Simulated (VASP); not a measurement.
A run of VASP 6.6.1 is set up as follows.

File POSCAR:

```
MgO
1.0
    0.0000000000      2.1483950000      2.1483950000
    2.1483950000      0.0000000000      2.1483950000
    2.1483950000      2.1483950000      0.0000000000
Mg O
1 1
Direct
    0.0000000000      0.0000000000      0.0000000000
    0.5000000000      0.5000000000      0.5000000000
```

File INCAR.step1:

```
PREC = Accurate
ENCUT = 660
ISMEAR = 1
SIGMA = 0.0191
LREAL = F
LASPH = T
NELM = 120
NBANDS = 11
GGA = PE
ALGO = Normal
EDIFF = 1E-5
LWAVE = T
LCHARG = F
GGA_COMPAT = F
```

The input INCAR.step2:

```
PREC = Accurate
ENCUT = 660
EDIFF = 1E-6
ISMEAR = 1
SIGMA = 0.0191
LREAL = F
LASPH = T
NELM = 120
ALGO = Normal
ISIF = 2
LWAVE = F
LCHARG = F
METAGGA = R2SCAN
LMIXTAU = T
NBANDS = 11
ISTART = 1
GGA_COMPAT = F
```

The input KPOINTS:

```
Automatic mesh
0
Gamma
  10 10 10
```

Potentials or basis: VASP PAW PBE potentials, release 64 (Mg, O).

Run with:

```sh
$ cat potpaw_PBE.64/Mg/POTCAR potpaw_PBE.64/O/POTCAR > POTCAR
$ cp INCAR.step1 INCAR
$ mpirun -np 1 vasp_std > vasp.out
$ cp INCAR.step2 INCAR
$ mpirun -np 1 vasp_std > vasp.out
```

(1) Predict the band gap on the k mesh.

(2) Estimate the pressure.

## Answers

(1) 5.02 eV, direct.

(2) -10.9 GPa.

Caveat: the PAW data sets were made with another functional, which shifts forces and pressure a little.
